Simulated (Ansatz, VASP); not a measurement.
## Two plane-wave programs on Ga

Contents of INCAR:

```
PREC = Accurate
ENCUT = 600
EDIFF = 1E-6
ISMEAR = -1
SIGMA = 0.1
LREAL = False
LASPH = True
NELM = 80
ALGO = Normal
ISIF = 3
LWAVE = False
LCHARG = False
GGA = B5
ALDAX = 1.0
AGGAX = 1.0
AGGAC = 1.0
ALDAC = 0.0
IBRION = 2
NSW = 80
EDIFFG = -0.01
```

The input KPOINTS:

```
Automatic mesh
0
Gamma
  8 8 11
```

Contents of POSCAR:

```
Ga
1.0
    4.8020307411      0.0000000000      0.0000000000
   -2.4010153706      4.1586806116      0.0000000000
    0.0000000000      0.0000000000      2.9436448443
Ga
3
Direct
    0.0000000000      0.0000000000      0.0000000000
    0.3333333333      0.6666666667      0.5000000000
    0.6666666667      0.3333333333      0.5000000000
```

Input for Ansatz:

```yaml
crystal:
  lattice:
    - [4.8020307411, 0.0, 0.0]
    - [-2.4010153706, 4.1586806116, 0.0]
    - [0.0, 0.0, 2.9436448443]
  atoms:
    - { symbol: Ga, position: [0.0, 0.0, 0.0] }
    - { symbol: Ga, position: [0.3333333333, 0.6666666667, 0.5] }
    - { symbol: Ga, position: [0.6666666667, 0.3333333333, 0.5] }
hamiltonian:
  xc: blyp
  pseudopotentials:
    kind: paw
    azcp:
      Ga: "pseudopotentials/Ga.paw.azcp"
basis:
  ecutwfc: 420
  fft_grid_basis: typed
kpoints:
  mp_grid: { grid: [8, 8, 11], shift: [0, 0, 0] }
magnetization:
  spin_polarized: false
scf:
  occupations: { method: fermi_dirac, width: 0.1 }
relax:
  max_steps: 60
  f_tol: 0.01
  cell: {}
output:
  write_density: true
  write_potential: true
  elf: true
  volumetric_format: npy
```

Alike in both runs: task relaxation of cell and atoms; functional BLYP; k mesh 8 × 8 × 11; occupations fermi-dirac, width 0.1 eV; no spin polarisation.

```csv
,VASP,Ansatz
version,VASP 6.6.1,Ansatz 0.2.0
potentials or method,"VASP PAW PBE potentials, release 64 (Ga_d), cutoff 600 eV","plane waves (420 eV) with PAW, scalar-relativistic"
valence electrons in the cell,39,39
```

|  | VASP | Ansatz | Ansatz less VASP |
| --- | --- | --- | --- |
| relaxed volume (Å³/atom) | 22.10 | 22.27 | +0.167 |
| relaxed length of the cell vector where the two differ most in proportion (Å) | 3.066 | 3.276 | +0.2097 |

VASP's potentials were made for PBE, not for BLYP. One of these differences is far larger than is usual between the two programs; its cause wasn't traced.
